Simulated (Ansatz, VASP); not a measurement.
# Two plane-wave programs on Sn4Se3

Contents of INCAR:

```
SYSTEM = Sn4Se3
ALGO = Fast
EDIFF = 1E-6
EDIFFG = -0.08
ENCUT = 600
GGA = PE
IBRION = 2
ISIF = 3
ISMEAR = 0
LASPH = .True.
LCHARG = .False.
LREAL = .False.
LWAVE = .False.
NELM = 100
NSW = 36
PREC = Accurate
SIGMA = 0.2
```

KPOINTS

```
k-points
0
Gamma
  3 3 3
  0 0 0
```

POSCAR

```
Sn4Se3
1.0
   -4.5450000000      4.5450000000      4.5450000000
    4.5450000000     -4.5450000000      4.5450000000
    4.5450000000      4.5450000000     -4.5450000000
Sn Se
8 6
Direct
    0.5000000000      0.0000000000      0.8600000000
    0.8600000000      0.5000000000      0.0000000000
    0.1400000000      0.1400000000      0.1400000000
    0.0000000000      0.8600000000      0.5000000000
    0.3600000000      0.5000000000      0.0000000000
    0.6400000000      0.6400000000      0.6400000000
    0.0000000000      0.3600000000      0.5000000000
    0.5000000000      0.0000000000      0.3600000000
    0.6250000000      0.3750000000      0.2500000000
    0.1250000000      0.7500000000      0.8750000000
    0.7500000000      0.8750000000      0.1250000000
    0.8750000000      0.1250000000      0.7500000000
    0.2500000000      0.6250000000      0.3750000000
    0.3750000000      0.2500000000      0.6250000000
```

Input for Ansatz:

```yaml
crystal:
  lattice:
    - [-4.545, 4.545, 4.545]
    - [4.545, -4.545, 4.545]
    - [4.545, 4.545, -4.545]
  atoms:
    - { symbol: Sn, position: [0.5, 0.0, 0.86] }
    - { symbol: Sn, position: [0.86, 0.5, 0.0] }
    - { symbol: Sn, position: [0.14, 0.14, 0.14] }
    - { symbol: Sn, position: [0.0, 0.86, 0.5] }
    - { symbol: Sn, position: [0.36, 0.5, 0.0] }
    - { symbol: Sn, position: [0.64, 0.64, 0.64] }
    - { symbol: Sn, position: [0.0, 0.36, 0.5] }
    - { symbol: Sn, position: [0.5, 0.0, 0.36] }
    - { symbol: Se, position: [0.625, 0.375, 0.25] }
    - { symbol: Se, position: [0.125, 0.75, 0.875] }
    - { symbol: Se, position: [0.75, 0.875, 0.125] }
    - { symbol: Se, position: [0.875, 0.125, 0.75] }
    - { symbol: Se, position: [0.25, 0.625, 0.375] }
    - { symbol: Se, position: [0.375, 0.25, 0.625] }
basis:
  ecutwfc: 420
kpoints:
  mp_grid: { grid: [3, 3, 3] }
hamiltonian:
  xc: pbe
scf:
  occupations: { method: gaussian, width: 0.2 }
  lower_state_search: "off"
output:
  forces: true
  stress: true
  eigenvalues: true
relax:
  adjacent_minimum: "off"
  f_tol: 0.08
  max_steps: 16
  cell: { stress_tol: 0.8 }
```

Alike in both runs: task relaxation of cell and atoms; functional PBE; k mesh 3 × 3 × 3; occupations gaussian, width 0.2 eV; no spin polarisation.

|  | VASP | Ansatz |
| --- | --- | --- |
| version | VASP 6.6.1 | Ansatz 0.2.0 |
| potentials or method | VASP PAW PBE potentials, release 64 (Sn_d, Se), cutoff 600 eV | scalar-relativistic, plane waves, PAW |
| valence electrons in the cell | 148 | 208 |

|  | VASP | Ansatz | Ansatz less VASP |
| --- | --- | --- | --- |
| gap on the k mesh at the Fermi level, each at its own relaxed structure (eV) | none | none | - |
| relaxed volume (Å³/atom) | 26.82 | 26.82 | 0.000 |
| relaxed length of the cell vector where the two differ most in proportion (Å) | 7.872 | 7.872 | 0.0000 |

A gap of «none» marks a metal or a gap that the smearing closes. VASP's potentials hold 148 valence electrons a cell and Ansatz's 208, so a difference there can come from the potentials and not from the codes.

Noted on VASP's run: the relaxation stopped at its first step, so nothing moved.
